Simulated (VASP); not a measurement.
# Pd (P6_3/mmc) in VASP: single point with PBE

Aim: the single point of Pd with PBE.

Everything below comes from runs of VASP 6.6.1. Logs are shortened: lines on timing, memory, paths and dates and some standing lists are left out, and cuts for length are marked.

**1. The cell of the first run**

The structure is hexagonal, space group P6_3/mmc (No. 194). Conventional cell: a = 2.784 Å, b = 2.784 Å, c = 4.629 Å, α = 90.00°, β = 90.00°, γ = 120.00°. Within 3.7 Å of Pd (site symmetry -6m2) lie 12 Pd at 2.78 to 2.82 Å.

This isn't the form of Pd at room conditions, which is fcc.

**2. Single point, PBE, collinear spin**

File INCAR:

```
ALGO = Normal
EDIFF = 1E-6
ENCUT = 520
GGA = PE
ISIF = 2
ISMEAR = -1
ISPIN = 2
LASPH = True
LCHARG = True
LELF = True
LMAXMIX = 4
LORBIT = 11
LREAL = False
LVHAR = True
LWAVE = False
MAGMOM = 0.6 0.6
NBANDS = 21
NELM = 150
PREC = Accurate
SIGMA = 0.05
```

File KPOINTS:

```
k-points
0
Gamma
  11 11 12
```

File POSCAR:

```
Pd
1.0
    2.7836650458      0.0000000000      0.0000000000
   -1.3918325229      2.4107246453      0.0000000000
    0.0000000000      0.0000000000      4.6288930000
Pd
2
Direct
    0.6666666667      0.3333333333      0.7500000000
    0.3333333333      0.6666666667      0.2500000000
```

Potentials or basis: VASP PAW PBE potentials, release 64 (Pd).

Command:

```bash
cat potpaw_PBE.64/Pd/POTCAR > POTCAR
mpirun -np 1 vasp_std > vasp.out
```

OUTCAR:

```text
EDIFF = 1E-6
   ENCUT = 520
   GGA = PE
   ISIF = 2
   ISMEAR = -1
   ISPIN = 2
   LASPH = True
   LORBIT = 11
   LREAL = False
   NELM = 150
   PREC = Accurate

 ion  position               nearest neighbor table
   1  0.667  0.333  0.750-   2 2.82   2 2.82   2 2.82   2 2.82   2 2.82   2 2.82
   2  0.333  0.667  0.250-   1 2.82   1 2.82   1 2.82   1 2.82   1 2.82   1 2.82

  LATTYP: Found a hexagonal cell.
 ALAT       =     2.7836650458
 C/A-ratio  =     1.6628771507

  Lattice vectors:

 A1 = (   2.7836650458,   0.0000000000,   0.0000000000)
 A2 = (  -1.3918325229,   2.4107246453,   0.0000000000)
 A3 = (   0.0000000000,   0.0000000000,   4.6288930000)

Analysis of symmetry for initial positions (statically):
=====================================================================
 Subroutine PRICEL returns:
 Original cell was already a primitive cell.

 Routine SETGRP: Setting up the symmetry group for a
 hexagonal supercell.

 Subroutine GETGRP returns: Found 24 space group operations
 (whereof 12 operations were pure point group operations)
 out of a pool of 24 trial point group operations.

The static configuration has the point symmetry D_3d.
 The point group associated with its full space group is D_6h.

Analysis of symmetry for dynamics (positions and initial velocities):
=====================================================================
 Subroutine PRICEL returns:
 Original cell was already a primitive cell.

 Routine SETGRP: Setting up the symmetry group for a
 hexagonal supercell.

 Subroutine GETGRP returns: Found 24 space group operations
 (whereof 12 operations were pure point group operations)
 out of a pool of 24 trial point group operations.

The dynamic configuration has the point symmetry D_3d.
 The point group associated with its full space group is D_6h.

Analysis of structural, dynamic, and magnetic symmetry:
=====================================================================
 Subroutine PRICEL returns:
 Original cell was already a primitive cell.

 Routine SETGRP: Setting up the symmetry group for a
 hexagonal supercell.

 Subroutine GETGRP returns: Found 24 space group operations
 (whereof 12 operations were pure point group operations)
 out of a pool of 24 trial point group operations.

The overall configuration has the point symmetry D_3d.
 The point group associated with its full space group is D_6h.

 Subroutine INISYM returns: Found 24 space group operations
 (whereof 12 operations are pure point group operations),
 and found     1 'primitive' translations

----------------------------------------------------------------------------------------

                                     Primitive cell

  volume of cell :      31.0629

  direct lattice vectors                    reciprocal lattice vectors
     2.783665046  0.000000000  0.000000000     0.359238624  0.207406516  0.000000000
    -1.391832523  2.410724645  0.000000000     0.000000000  0.414813032  0.000000000
     0.000000000  0.000000000  4.628893000     0.000000000  0.000000000  0.216034374

  length of vectors
     2.783665046  2.783665046  4.628893000     0.414813032  0.414813032  0.216034374

  position of ions in fractional coordinates (direct lattice)
     0.666666667  0.333333333  0.750000000
     0.333333333  0.666666667  0.250000000

  ion indices of the primitive-cell ions
   primitive index   ion index
                 1           1
                 2           2

----------------------------------------------------------------------------------------

 KPOINTS: k-points

Automatic generation of k-mesh.
 Grid dimensions read from file:
 generate k-points for:   11   11   12

 Generating k-lattice:

  Cartesian coordinates                     Fractional coordinates (reciprocal lattice)
     0.032658057  0.018855138  0.000000000     0.090909091  0.000000000  0.000000000
     0.000000000  0.037710276  0.000000000     0.000000000  0.090909091  0.000000000
     0.000000000  0.000000000  0.018002864     0.000000000  0.000000000  0.083333333

  Length of vectors
     0.037710276  0.037710276  0.018002864

  Shift w.r.t. Gamma in fractional coordinates (k-lattice)
     0.000000000  0.000000000  0.000000000

 Subroutine IBZKPT returns following result:
 ===========================================

 Found    112 irreducible k-points:

 Following reciprocal coordinates:
            Coordinates               Weight
  0.000000  0.000000  0.000000      1.000000
  0.090909  0.000000  0.000000      6.000000
  0.181818  0.000000  0.000000      6.000000
  0.272727  0.000000  0.000000      6.000000
  0.363636  0.000000  0.000000      6.000000
  0.454545  0.000000  0.000000      6.000000
[... 16 lines left out ...]
  0.090909  0.090909  0.083333     12.000000
  0.181818  0.090909  0.083333     24.000000
 [... further k-points ...]
   k-points           NKPTS =    112   k-points in BZ     NKDIM =    112   number of bands    NBANDS=     21
   number of dos      NEDOS =    301   number of ions     NIONS =      2
   total plane-waves  NPLWV =  20736
   dimension x,y,z NGX =    24 NGY =   24 NGZ =   36
   dimension x,y,z NGXF=    48 NGYF=   48 NGZF=   72
   ions per type =               2
   NGX,Y,Z   is equivalent  to a cutoff of  14.33, 14.33, 12.93 a.u.
   NGXF,Y,Z  is equivalent  to a cutoff of  28.67, 28.67, 25.86 a.u.
 SYSTEM =  unknown system
   PREC   = accura    normal or accurate (medium, high low for compatibility)
   ISTART =      0    job   : 0-new  1-cont  2-samecut
   ICHARG =      2    charge: 1-file 2-atom 10-const
   ISPIN  =      2    spin polarized calculation?
   LNONCOLLINEAR =      F non collinear calculations
   LSORBIT =      F    spin-orbit coupling
   LASPH  =      T    aspherical Exc in radial PAW
   ENCUT  =  520.0 eV  38.22 Ry    6.18 a.u.   5.18  5.18  8.61*2*pi/ulx,y,z
   NELM   =    150;   NELMIN=  2; NELMDL= -5     # of ELM steps
   EDIFF  = 0.1E-05   stopping-criterion for ELM
   LREAL  =      F    real-space projection
   EDIFFG = 0.1E-04   stopping-criterion for IOM
   NSW    =      0    number of steps for IOM
   IBRION =     -1    ionic relax: 0-MD 1-quasi-New 2-CG
   NFREE  =      0    steps in history (QN), initial steepest desc. (CG)
   ISIF   =      2    stress and relaxation
   ISYM   =      2    0-nonsym 1-usesym 2-fastsym
   POTIM  = 0.5000    time-step for ionic-motion
   TEBEG  =    0.0;   TEEND  =   0.0 temperature during run
   PSTRESS=    0.0 pullay stress
   NELECT =      20.0000    total number of electrons
   NUPDOWN=      -1.0000    fix difference up-down
   EMIN   =  10.00;   EMAX   =-10.00  energy-range for DOS
   EFERMI =   0.00;   METHOD = LEGACY
   ISMEAR =    -1;   SIGMA  =   0.05  broadening in eV -4-tet -1-fermi 0-gaus
   EFERMI_NEDOS =   21; number of points for ismear=-14 and -15
   IALGO  =     38    algorithm
   IMIX   =      4    mixing-type and parameters
     AMIX     =   0.40;   BMIX     =  1.00
     AMIX_MAG =   1.60;   BMIX_MAG =  1.00
  volume/ion in A,a.u.               =      15.53       104.81
  Fermi-wavevector in a.u.,A,eV,Ry     =   1.413636  2.671385 27.189429  1.998367
  Thomas-Fermi vector in A             =   2.535261
   LORBIT       =     11    0 simple, 1 ext, 2 COOP (PROOUT), +10 PAW based schemes
   GGA     = PE    functional components
   LHFCALC =     F    Hartree Fock is set to
   AEXX    =    0.0000 exact exchange contribution
   IVDW    =     0    specifies the selected vdW correction
   LEPSILON=     F    determine dielectric tensor
   LRPA    =     F    only Hartree local field effects (RPA)
 spin polarized calculation
  energy-cutoff  :      520.00
  volume of cell :       31.06
 maximum number of plane-waves:       849
 NGX is ok and might be reduce to    24
   NGX = 11   NGY = 11   NGZ = 17

 number of electron      20.0000008 magnetization       0.7505252

 Free energy of the ion-electron system (eV)
  ---------------------------------------------------
  ext. energy  EPLUGINS =         0.00000000
  ---------------------------------------------------
  free energy    TOTEN  =       -10.38570027 eV

  energy without entropy =      -10.35240046  energy(sigma->0) =      -10.36905037

 E-fermi :   8.9618     XC(G=0): -12.8637

 val. band max:        8.9614621464   @ k =   0.2727   0.0909   0.2500
 cond. band min:       8.9655031877   @ k =   0.0909   0.0000   0.3333
 fundamental gap:      0.0040410413
 Fermi energy:         8.9618050769

 spin component 1

 k-point     1 :       0.0000    0.0000    0.0000
  band No.  band energies     occupation
      1       2.1770      1.00000
      2       3.9202      1.00000
      3       6.0819      1.00000
      4       6.2743      1.00000
      5       6.2743      1.00000
      6       6.5968      1.00000
[... 13 lines left out ...]
     20      33.0159      0.00000
     21      33.2499      0.00000
[... 529 lines left out ...]
 k-point    24 :       0.1818    0.0909    0.0833
  band No.  band energies     occupation
      1       3.7777      1.00000
      2       4.7444      1.00000
      3       5.5389      1.00000
      4       5.7659      1.00000
      5       6.2281      1.00000
      6       6.5684      1.00000
[... 13 lines left out ...]
     20      31.3819      0.00000
     21      31.9897      0.00000

 [... further k-points ...]

 spin component 2

 k-point     1 :       0.0000    0.0000    0.0000
  band No.  band energies     occupation
      1       2.2005      1.00000
      2       4.1204      1.00000
      3       6.3775      1.00000
      4       6.5570      1.00000
      5       6.5570      1.00000
      6       6.8879      1.00000
[... 13 lines left out ...]
     20      33.0293      0.00000
     21      33.3088      0.00000
[... 529 lines left out ...]
 k-point    24 :       0.1818    0.0909    0.0833
  band No.  band energies     occupation
      1       3.8194      1.00000
      2       4.9719      1.00000
      3       5.7863      1.00000
      4       5.9460      1.00000
      5       6.4962      1.00000
      6       6.8026      1.00000
[... 13 lines left out ...]
     20      31.4260      0.00000
     21      32.0800      0.00000

 [... further k-points ...]

------------------------ aborting loop because EDIFF is reached ----------------------------------------

  FORCE on cell =-STRESS in cart. coord.  units (eV):
  Direction    XX          YY          ZZ          XY          YZ          ZX
  --------------------------------------------------------------------------------------
  -------------------------------------------------------------------------------------
  Total       -0.2518918     -0.2518918     -0.2983488      0.0000000      0.0000000      0.0000000
  in kB      -12.9922032    -12.9922032    -15.3883896      0.0000000      0.0000000      0.0000000
  external PRESSURE =     -13.7909320 kB  Pullay stress =       0.0000000 kB

 VOLUME and BASIS-vectors are now :
 -----------------------------------------------------------------------------
  energy-cutoff  :      520.00
  volume of cell :       31.06
      direct lattice vectors                 reciprocal lattice vectors
     2.783665046  0.000000000  0.000000000     0.359238624  0.207406516  0.000000000
    -1.391832523  2.410724645  0.000000000     0.000000000  0.414813032  0.000000000
     0.000000000  0.000000000  4.628893000     0.000000000  0.000000000  0.216034374

 POSITION                                       TOTAL-FORCE (eV/Angst)
 -----------------------------------------------------------------------------------
      1.39183      0.80357      3.47167        -0.000000     -0.000000      0.000000
     -0.00000      1.60715      1.15722         0.000000      0.000000      0.000000
 -----------------------------------------------------------------------------------
    total drift:                               -0.000000      0.000000     -0.000000

  FREE ENERGIE OF THE ION-ELECTRON SYSTEM (eV)
  ---------------------------------------------------
  free  energy   TOTEN  =       -10.3857002739 eV

  energy  without entropy=      -10.3524004589  energy(sigma->0) =      -10.36905037

 total charge

# of ion       s       p       d       tot
------------------------------------------
    1        0.463   0.426   8.451   9.340
    2        0.463   0.426   8.451   9.340
--------------------------------------------------
tot          0.926   0.853  16.901  18.680

 magnetization (x)

# of ion       s       p       d       tot
------------------------------------------
    1       -0.001  -0.007   0.384   0.376
    2       -0.001  -0.007   0.384   0.376
--------------------------------------------------
tot         -0.003  -0.014   0.769   0.752
```

It took 3.3 min on 1 thread of AMD EPYC 7R13, shared host; peak memory 0.21 GiB.

What came out:

```
Free energy                                           : -10.3857 eV
Pressure                                              : -1.4 GPa
Net moment                                            : 0.75 μB per cell
Site moments                                          : Pd +0.38 μB
Valence electrons inside the program's atomic spheres : Pd 9.34
```

Levels at points of the mesh, in eV from the Fermi level:
Spin up:
| k point | band 7 | band 8 | band 9 | band 10 | band 11 | band 12 | band 13 | band 14 |
| --- | --- | --- | --- | --- | --- | --- | --- | --- |
| (0.00, 0.00, 0.00) | -2.37 | -1.70 | -1.70 | -0.38 | -0.38 | 0.96 | 6.53 | 17.05 |
| (0.00, 0.00, 0.50) | -2.73 | -2.73 | -0.81 | -0.81 | -0.81 | -0.81 | 13.65 | 13.65 |
Spin down:
```tsv
k point	band 7	band 8	band 9	band 10	band 11	band 12	band 13	band 14
(0.00, 0.00, 0.00)	-2.07	-1.46	-1.46	-0.12	-0.12	0.95	6.72	17.05
(0.00, 0.00, 0.50)	-2.45	-2.45	-0.55	-0.55	-0.55	-0.55	13.73	13.73
```
